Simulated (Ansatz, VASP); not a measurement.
## One calculation of Al, two programs

```xyz
1
Lattice="-1.6310 1.6310 1.6708 1.6310 -1.6310 1.6708 1.6310 1.6310 -1.6708" Properties=species:S:1:pos:R:3 pbc="T T T"
Al    0.0000    0.0000    0.0000
```

Change from the starting cell: strain +0.025 along x and y, +0.050 along z, atoms carried along.

Alike in both runs: task single point; functional LDA; k mesh 20 × 20 × 20; occupations gaussian, width 0.15 eV; no spin polarisation.

|  | VASP | Ansatz |
| --- | --- | --- |
| version | VASP 6.6.1 | Ansatz 0.2.0 |
| potentials or method | VASP PAW LDA potentials, release 64 (Al), cutoff 520 eV | scalar-relativistic, plane waves, PAW |
| valence electrons in the cell | 3 | 3 |

VASP gave:

```
gap on the k mesh at the Fermi level (eV)                     : none
pressure (GPa)                                                : -5.5
traceless stress, the component that is largest in VASP (GPa) : 0.51
```

Task: Which values does Ansatz return?

Result: gap on the k mesh at the Fermi level (eV): none; pressure (GPa): -5.6; traceless stress, the component that is largest in VASP (GPa): 0.50.

LDA's correlation is that of Perdew and Zunger in VASP and of Perdew and Wang (1992) in Ansatz. A gap of «none» marks a metal or a gap that the smearing closes.
